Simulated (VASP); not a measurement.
A run of VASP 6.6.1 is set up as follows.

The input INCAR:

```
ALGO     = Normal         # electronic algorithm
EDIFF    = 1E-6           # SCF threshold, eV
ENCUT    = 520            # plane-wave cutoff, eV
GGA      = PS             # functional
ISIF     = 2              # what is computed and relaxed
ISMEAR   = 0              # smearing method
LASPH    = True           # aspherical terms in the spheres
LCHARG   = False          # write CHGCAR
LREAL    = False          # projectors in reciprocal space
LWAVE    = False          # write WAVECAR
NBANDS   = 18             # bands
NELM     = 80             # most SCF steps
PREC     = Accurate       # precision mode
SIGMA    = 0.1            # smearing width, eV
```

The input KPOINTS:

```
k-points
0
Gamma
  6 6 6
```

Contents of POSCAR:

```
HfO2
1.0
    0.0000000000      2.5575000000      2.5575000000
    2.5575000000      0.0000000000      2.5575000000
    2.5575000000      2.5575000000      0.0000000000
Hf O
1 2
Direct
    0.0000000000      0.0000000000      0.0000000000
    0.2500000000      0.2500000000      0.2500000000
    0.7500000000      0.7500000000      0.7500000000
```

Potentials or basis: VASP PAW PBE potentials, release 64 (Hf_pv, O).

Launch:

```bash
$ cat potpaw_PBE.64/Hf_pv/POTCAR potpaw_PBE.64/O/POTCAR > POTCAR
$ mpirun -np 1 vasp_std > vasp.out
```

Predict the pressure.

-13.5 GPa.

Estimate the band gap on the k mesh.

3.60 eV, direct.

Caveat: the PAW data sets were made with another functional, which shifts forces and pressure a little; spin-orbit coupling is left out, which moves the levels of the heavy elements. A k mesh can miss the band edges.
